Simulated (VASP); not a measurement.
Write the native input for VASP 6.6.1 that does the following.

- Task: single point
- Functional: PBE
- Potentials or basis: VASP PAW PBE potentials, release 64 (Sn_d, Pb_d, S)
- Cutoff: 520 eV
- k mesh: 6 × 6 × 6
- Occupations: gaussian, width 0.1 eV
- Spin: no spin polarisation
- Dipole correction: no
- Further INCAR settings: ALGO = Normal; EDIFF = 1e-06; NBANDS = 39

The structure of Sn2PbS3 lies in POSCAR:

```
Sn2PbS3
1.0
   -2.0886292000      2.0886292000      8.8602369000
    2.0886292000     -2.0886292000      8.8602369000
    2.0886292000      2.0886292000     -8.8602369000
Sn Pb S
2 1 3
Direct
    0.6678550000      0.6678550000      0.0000000000
    0.3321450000      0.3321450000      0.0000000000
    0.0000000000      0.0000000000      0.0000000000
    0.8299000000      0.8299000000      0.0000000000
    0.5000000000      0.5000000000      0.0000000000
    0.1701000000      0.1701000000      0.0000000000
```

One way to write it, as run:

INCAR

```
SYSTEM = Sn2PbS3
ALGO = Normal
EDIFF = 1E-6
ENCUT = 520
GGA = PE
ISIF = 2
ISMEAR = 0
LASPH = .TRUE.
LCHARG = .FALSE.
LREAL = .FALSE.
LWAVE = .FALSE.
NBANDS = 39
NELM = 80
PREC = Accurate
SIGMA = 0.1
```

KPOINTS

```
k-points
0
G
  6 6 6
  0 0 0
```

Potentials or basis: VASP PAW PBE potentials, release 64 (Sn_d, Pb_d, S).

Command:

```bash
$ cat potpaw_PBE.64/Sn_d/POTCAR potpaw_PBE.64/Pb_d/POTCAR potpaw_PBE.64/S/POTCAR > POTCAR
$ mpirun -np 1 vasp_std > vasp.out
```

Results of the run:

```
Pressure               : -0.2 GPa
Largest force          : 0.005 eV/Å
Band gap on the k mesh : 0.17 eV
```

Caveat: spin-orbit coupling is left out, which moves the levels of the heavy elements.

It took 16 min on 1 thread of Intel(R) Xeon(R) Platinum 8488C (Sapphire Rapids), with other jobs on the host, peak memory 0.74 GiB.
